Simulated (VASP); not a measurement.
# Al2Cu (I4/mmm) in VASP: a series of runs

Al2Cu is run at these levels: PBEsol; tasks: relaxation of cell and atoms.

Everything below comes from runs of VASP 6.6.1. Logs are shortened: lines on timing, memory, paths and dates and some standing lists are left out, and cuts for length are marked.

### Step 1. The cell of the first run

The structure is tetragonal, space group I4/mmm (No. 139). The conventional cell has a = 4.061 Å, b = 4.061 Å, c = 5.702 Å, α = 90.00°, β = 90.00°, γ = 90.00°. Within 3.3 Å of Cu (site symmetry 4/mmm) lie 8 Al at 2.48 Å. Al (site symmetry -4m2) has 4 Cu at 2.48 Å and 6 Al at 2.85 to 2.87 Å within 3.3 Å.

### Step 2. Relaxation of cell and atoms, PBEsol, target pressure 5 GPa, at which the enthalpy is minimised

Contents of INCAR:

```
SYSTEM = Al2Cu
  PREC = Accurate
  ENCUT = 600
  EDIFF = 1E-6
  ISMEAR = -1
  SIGMA = 0.05
  LREAL = .FALSE.
  LASPH = .TRUE.
  NELM = 80
  ALGO = Normal
  ISIF = 3
  LWAVE = .FALSE.
  LCHARG = .FALSE.
  GGA = PS
  IBRION = 2
  NSW = 60
  EDIFFG = -0.01
  PSTRESS = 50.0
```

Contents of KPOINTS:

```
regular mesh
0
G
  9 9 9
  0 0 0
```

Contents of POSCAR:

```
Al2Cu
1.0
   -2.0303375000      2.0303375000      2.8510940000
    2.0303375000     -2.0303375000      2.8510940000
    2.0303375000      2.0303375000     -2.8510940000
Cu Al
1 2
Direct
    0.5000000000      0.5000000000      0.0000000000
    0.2500000000      0.7500000000      0.5000000000
    0.7500000000      0.2500000000      0.5000000000
```

Potentials or basis: VASP PAW PBE potentials, release 64 (Cu, Al).

Launch:

```bash
cat potpaw_PBE.64/Cu/POTCAR potpaw_PBE.64/Al/POTCAR > POTCAR
mpirun -np 1 vasp_std > vasp.out
```

OUTCAR:

```text
SYSTEM = Al2Cu
   PREC = Accurate
   ENCUT = 600
   EDIFF = 1E-6
   ISMEAR = -1
   LREAL = .FALSE.
   LASPH = .TRUE.
   NELM = 80
   ISIF = 3
   GGA = PS
   IBRION = 2
   NSW = 60
   EDIFFG = -0.01
   PSTRESS = 50.0

 ion  position               nearest neighbor table
   1  0.500  0.500  0.000-   2 2.48   3 2.48   2 2.48   3 2.48   2 2.48   3 2.48   2 2.48   3 2.48

   2  0.250  0.750  0.500-   1 2.48   1 2.48   1 2.48   1 2.48   3 2.85   3 2.85   3 2.87   3 2.87
                             3 2.87   3 2.87
   3  0.750  0.250  0.500-   1 2.48   1 2.48   1 2.48   1 2.48   2 2.85   2 2.85   2 2.87   2 2.87
                             2 2.87   2 2.87

  LATTYP: Found a body centered tetragonal cell.
 ALAT       =     4.0606750000
 C/A-ratio  =     1.4042463384

  Lattice vectors:

 A1 = (  -2.0303375000,   2.0303375000,   2.8510940000)
 A2 = (   2.0303375000,  -2.0303375000,   2.8510940000)
 A3 = (   2.0303375000,   2.0303375000,  -2.8510940000)

Analysis of symmetry for initial positions (statically):
=====================================================================
 Subroutine PRICEL returns:
 Original cell was already a primitive cell.

 Routine SETGRP: Setting up the symmetry group for a
 body centered tetragonal supercell.

 Subroutine GETGRP returns: Found 16 space group operations
 (whereof 16 operations were pure point group operations)
 out of a pool of 16 trial point group operations.

The static configuration has the point symmetry D_4h.

Analysis of symmetry for dynamics (positions and initial velocities):
=====================================================================
 Subroutine PRICEL returns:
 Original cell was already a primitive cell.

 Routine SETGRP: Setting up the symmetry group for a
 body centered tetragonal supercell.

 Subroutine GETGRP returns: Found 16 space group operations
 (whereof 16 operations were pure point group operations)
 out of a pool of 16 trial point group operations.

The dynamic configuration has the point symmetry D_4h.

 Subroutine INISYM returns: Found 16 space group operations
 (whereof 16 operations are pure point group operations),
 and found     1 'primitive' translations

----------------------------------------------------------------------------------------

                                     Primitive cell

  volume of cell :      47.0119

  direct lattice vectors                    reciprocal lattice vectors
    -2.030337500  2.030337500  2.851094000     0.000000000  0.246264476  0.175371279
     2.030337500 -2.030337500  2.851094000     0.246264476  0.000000000  0.175371279
     2.030337500  2.030337500 -2.851094000     0.246264476  0.246264476  0.000000000

  length of vectors
     4.046390703  4.046390703  4.046390703     0.302326442  0.302326442  0.348270562

  position of ions in fractional coordinates (direct lattice)
     0.500000000  0.500000000  0.000000000
     0.250000000  0.750000000  0.500000000
     0.750000000  0.250000000  0.500000000

  ion indices of the primitive-cell ions
   primitive index   ion index
                 1           1
                 2           2
                 3           3

----------------------------------------------------------------------------------------

 KPOINTS: regular mesh

Automatic generation of k-mesh.
 Grid dimensions read from file:
 generate k-points for:    9    9    9

 Generating k-lattice:

  Cartesian coordinates                     Fractional coordinates (reciprocal lattice)
     0.000000000  0.027362720  0.019485698     0.111111111  0.000000000  0.000000000
     0.027362720  0.000000000  0.019485698     0.000000000  0.111111111  0.000000000
     0.027362720  0.027362720  0.000000000     0.000000000  0.000000000  0.111111111

  Length of vectors
     0.033591827  0.033591827  0.038696729

  Shift w.r.t. Gamma in fractional coordinates (k-lattice)
     0.000000000  0.000000000  0.000000000

 Subroutine IBZKPT returns following result:
 ===========================================

 Found     75 irreducible k-points:

 Following reciprocal coordinates:
            Coordinates               Weight
  0.000000  0.000000  0.000000      1.000000
  0.111111  0.000000 -0.000000      8.000000
  0.222222  0.000000  0.000000      8.000000
  0.333333  0.000000 -0.000000      8.000000
  0.444444  0.000000  0.000000      8.000000
  0.111111  0.111111 -0.000000      8.000000
[... 16 lines left out ...]
 -0.333333  0.333333  0.000000      4.000000
  0.444444  0.444444  0.000000      8.000000
 [... further k-points ...]
   k-points           NKPTS =     75   k-points in BZ     NKDIM =     75   number of bands    NBANDS=     12
   number of dos      NEDOS =    301   number of ions     NIONS =      3
   total plane-waves  NPLWV =  32768
   dimension x,y,z NGX =    32 NGY =   32 NGZ =   32
   dimension x,y,z NGXF=    64 NGYF=   64 NGZF=   64
   ions per type =               1   2
   NGX,Y,Z   is equivalent  to a cutoff of  13.15, 13.15, 13.15 a.u.
   NGXF,Y,Z  is equivalent  to a cutoff of  26.29, 26.29, 26.29 a.u.
 SYSTEM =  Al2Cu
   PREC   = accura    normal or accurate (medium, high low for compatibility)
   ISTART =      0    job   : 0-new  1-cont  2-samecut
   ICHARG =      2    charge: 1-file 2-atom 10-const
   ISPIN  =      1    spin polarized calculation?
   LNONCOLLINEAR =      F non collinear calculations
   LSORBIT =      F    spin-orbit coupling
   LASPH  =      T    aspherical Exc in radial PAW
   ENCUT  =  600.0 eV  44.10 Ry    6.64 a.u.   8.08  8.08  8.08*2*pi/ulx,y,z
   NELM   =     80;   NELMIN=  2; NELMDL= -5     # of ELM steps
   EDIFF  = 0.1E-05   stopping-criterion for ELM
   LREAL  =      F    real-space projection
   EDIFFG = -.1E-01   stopping-criterion for IOM
   NSW    =     60    number of steps for IOM
   IBRION =      2    ionic relax: 0-MD 1-quasi-New 2-CG
   NFREE  =      1    steps in history (QN), initial steepest desc. (CG)
   ISIF   =      3    stress and relaxation
   ISYM   =      2    0-nonsym 1-usesym 2-fastsym
   POTIM  = 0.5000    time-step for ionic-motion
   TEBEG  =    0.0;   TEEND  =   0.0 temperature during run
   PSTRESS=   50.0 pullay stress
   NELECT =      17.0000    total number of electrons
   NUPDOWN=      -1.0000    fix difference up-down
   EMIN   =  10.00;   EMAX   =-10.00  energy-range for DOS
   EFERMI =   0.00;   METHOD = LEGACY
   ISMEAR =    -1;   SIGMA  =   0.05  broadening in eV -4-tet -1-fermi 0-gaus
   EFERMI_NEDOS =   21; number of points for ismear=-14 and -15
   IALGO  =     38    algorithm
   IMIX   =      4    mixing-type and parameters
     AMIX     =   0.40;   BMIX     =  1.00
     AMIX_MAG =   1.60;   BMIX_MAG =  1.00
  volume/ion in A,a.u.               =      15.67       105.75
  Fermi-wavevector in a.u.,A,eV,Ry     =   1.166331  2.204046 18.508385  1.360328
  Thomas-Fermi vector in A             =   2.302845
   LORBIT       =      0    0 simple, 1 ext, 2 COOP (PROOUT), +10 PAW based schemes
   GGA     = PS    functional components
   LHFCALC =     F    Hartree Fock is set to
   AEXX    =    0.0000 exact exchange contribution
   IVDW    =     0    specifies the selected vdW correction
   LEPSILON=     F    determine dielectric tensor
   LRPA    =     F    only Hartree local field effects (RPA)
 conjugate gradient relaxation of ions
 non-spin polarized calculation
  energy-cutoff  :      600.00
  volume of cell :       47.01
 maximum number of plane-waves:      1592
   NGX = 17   NGY = 17   NGZ = 17

--------------------------------------- Ionic step        1  -------------------------------------------

 number of electron      17.0000011 magnetization

 Free energy of the ion-electron system (eV)
  ---------------------------------------------------
  ext. energy  EPLUGINS =         0.00000000
  ---------------------------------------------------
  free energy    TOTEN  =       -13.00650580 eV

  energy without entropy =      -12.99349987  energy(sigma->0) =      -13.00000283

------------------------ aborting loop because EDIFF is reached ----------------------------------------

  FORCE on cell =-STRESS in cart. coord.  units (eV):
  Direction    XX          YY          ZZ          XY          YZ          ZX
  --------------------------------------------------------------------------------------
  -------------------------------------------------------------------------------------
  Total        0.0494173      0.0494173      0.0960852      0.0000000      0.0000000     -0.0000000
  in kB        1.6841538      1.6841538      3.2746068      0.0000000      0.0000000     -0.0000000
  external PRESSURE =     -47.7856952 kB  Pullay stress =      50.0000000 kB
[... 63 lines left out ...]
  enthalpy is  TOTEN    =       -11.5574531768 eV   P V=        1.3701049837

--------------------------------------- Ionic step        3  -------------------------------------------

 number of electron      17.0000004 magnetization

 Free energy of the ion-electron system (eV)
  ---------------------------------------------------
  ext. energy  EPLUGINS =         0.00000000
  ---------------------------------------------------
  free energy    TOTEN  =       -12.97609641 eV

  energy without entropy =      -12.96312527  energy(sigma->0) =      -12.96961084

 E-fermi :   7.5009     XC(G=0): -10.8068

 val. band max:        7.4962221874   @ k =   0.1111   0.1111  -0.0000
 cond. band min:       7.5012009733   @ k =  -0.2222  -0.3333   0.1111
 fundamental gap:      0.0049787859
 Fermi energy:         7.5009085167

 k-point     1 :       0.0000    0.0000    0.0000
  band No.  band energies     occupation
      1      -3.0420      2.00000
      2       2.7232      2.00000
      3       2.7286      2.00000
      4       2.7286      2.00000
      5       3.3124      2.00000
      6       3.3218      2.00000
      7      10.4175      0.00000
      8      10.4175      0.00000
      9      10.4668      0.00000
     10      10.5728      0.00000
     11      10.6477      0.00000
     12      10.6477      0.00000
[... 331 lines left out ...]
 k-point    24 :       0.4444    0.4444    0.0000
  band No.  band energies     occupation
      1       1.2702      2.00000
      2       1.5088      2.00000
      3       2.1207      2.00000
      4       3.2410      2.00000
      5       3.3107      2.00000
      6       3.4511      2.00000
      7       3.4973      2.00000
      8       4.8799      2.00000
      9       5.6150      2.00000
     10       8.4593      0.00000
     11       9.7104      0.00000
     12      15.8065      0.00000

 [... further k-points ...]

------------------------ aborting loop because EDIFF is reached ----------------------------------------

  FORCE on cell =-STRESS in cart. coord.  units (eV):
  Direction    XX          YY          ZZ          XY          YZ          ZX
  --------------------------------------------------------------------------------------
  -------------------------------------------------------------------------------------
  Total        1.3940310      1.3940310      1.4356094      0.0000000     -0.0000000      0.0000000
  in kB       49.5597037     49.5597037     51.0378707      0.0000000     -0.0000000      0.0000000
  external PRESSURE =       0.0524260 kB  Pullay stress =      50.0000000 kB
[... 18 lines left out ...]
  FREE ENERGIE OF THE ION-ELECTRON SYSTEM (eV)
  ---------------------------------------------------
  free  energy   TOTEN  =       -12.9760964072 eV

  energy  without entropy=      -12.9631252745  energy(sigma->0) =      -12.96961084

  enthalpy is  TOTEN    =       -11.5696805817 eV   P V=        1.4064158255

 reached required accuracy - stopping structural energy minimisation
```

Run time: 81 s. Hardware: 1 thread of Intel Xeon Platinum 8259CL at 2.50GHz (Skylake/Cascade Lake), shared host; peak memory 0.22 GiB.

What came out:

- Free energy: -12.9761 eV
- Relaxed volume: 15.02 Å³/atom
- Relaxed cell: a = 3.990 Å, b = 3.990 Å, c = 3.990 Å, α = 119.78°, β = 119.78°, γ = 90.38°
- Space group after relaxing (to 0.05 Å): I4/mmm (No. 139)
- Energy change on relaxing (the enthalpy is what falls): +10.1 meV/atom
- Ionic steps: 3
- Pressure after relaxing: 5.0 GPa

Step by step:
| step | energy change (eV) | largest force (eV/Å) | pressure (GPa) | volume (Å³) |
| --- | --- | --- | --- | --- |
| 1 | 0.0000 | 0.0000 | 0.22 | 47.01 |
| 2 | 0.0789 | 0.0000 | 8.43 | 43.90 |
| 3 | 0.0304 | 0.0000 | 5.01 | 45.07 |

Final structure:
```cif
data_structure
_symmetry_space_group_name_H-M 'P 1'
_symmetry_Int_Tables_number 1
_cell_length_a 3.9901
_cell_length_b 3.9901
_cell_length_c 3.9901
_cell_angle_alpha 119.782
_cell_angle_beta 119.782
_cell_angle_gamma 90.378
_cell_volume 45.07
loop_
_atom_site_label
_atom_site_type_symbol
_atom_site_fract_x
_atom_site_fract_y
_atom_site_fract_z
_atom_site_occupancy
Cu1 Cu 0.50000 0.50000 0.00000 1
Al1 Al 0.25000 0.75000 0.50000 1
Al2 Al 0.75000 0.25000 0.50000 1
```

Caveat: the cell is relaxed towards a set pressure, so the enthalpy falls and the energy may rise; the PAW data sets were made with another functional, which shifts forces and pressure a little.

### Step 3. Relaxation of cell and atoms, PBEsol, target pressure 10 GPa, at which the enthalpy is minimised

Contents of INCAR:

```
  ALGO = Normal
  EDIFF = 1E-6
  EDIFFG = -0.01
  ENCUT = 600
  GGA = PS
  IBRION = 2
  ISIF = 3
  ISMEAR = -1
  LASPH = T
  LCHARG = F
  LREAL = F
  LWAVE = F
  NELM = 60
  NSW = 60
  PREC = Accurate
  PSTRESS = 100.0
  SIGMA = 0.05
```

Contents of KPOINTS:

```
k-points
0
Gamma
  9 9 9
```

POSCAR is that of step 2.

Potentials or basis: VASP PAW PBE potentials, release 64 (Cu, Al).

Launch:

```bash
cat potpaw_PBE.64/Cu/POTCAR potpaw_PBE.64/Al/POTCAR > POTCAR
mpirun -np 1 vasp_std > vasp.out
```

Run time: 2.4 min. Hardware: 1 thread of Intel Xeon Platinum 8259CL at 2.50GHz (Skylake/Cascade Lake), shared host; peak memory 0.22 GiB.

Results (log left out):

```yaml
Free_energy: -12.9003 eV
Relaxed_volume: 14.48 Å³/atom
Relaxed_cell: a = 3.941 Å, b = 3.941 Å, c = 3.941 Å, α = 119.79°, β = 119.79°, γ = 90.36°
Space_group_after_relaxing_to_0.05_Å: Fm-3m (No. 225)
Energy_change_on_relaxing_the_enthalpy_is_what_falls: +35.4 meV/atom
Ionic_steps: 6
Pressure_after_relaxing: 9.9 GPa
```

Stress tensor (GPa, compression positive):
```
 9.90  0.00  0.00
 0.00  9.90  0.00
 0.00  0.00 10.03
```

Step by step:
| step | energy change (eV) | largest force (eV/Å) | pressure (GPa) | volume (Å³) |
| --- | --- | --- | --- | --- |
| 1 | 0.0000 | 0.0000 | 0.22 | 47.01 |
| 2 | 0.3496 | 0.0000 | 20.15 | 40.80 |
| 3 | 0.1050 | 0.0000 | 9.75 | 43.45 |
| 4 | 0.1093 | 0.0000 | 10.18 | 43.38 |
| 5 | 0.1035 | 0.0000 | 9.80 | 43.47 |
| 6 | 0.1062 | 0.0000 | 9.94 | 43.43 |

Final structure:
```
CELL_PARAMETERS angstrom
-1.97691 1.97691 2.77810
1.97691 -1.97691 2.77810
1.97691 1.97691 -2.77810
ATOMIC_POSITIONS crystal
Cu 0.50000 0.50000 0.00000
Al 0.25000 0.75000 0.50000
Al 0.75000 0.25000 0.50000
```

Levels at points of the mesh, in eV from the Fermi level:
```csv
k point,band 6,band 7,band 8,band 9,band 10,band 11,band 12
"(0.00, 0.00, 0.00)",-4.31,2.93,2.93,2.97,3.20,3.28,3.28
```

Caveat: the cell is relaxed towards a set pressure, so the enthalpy falls and the energy may rise; the PAW data sets were made with another functional, which shifts forces and pressure a little.
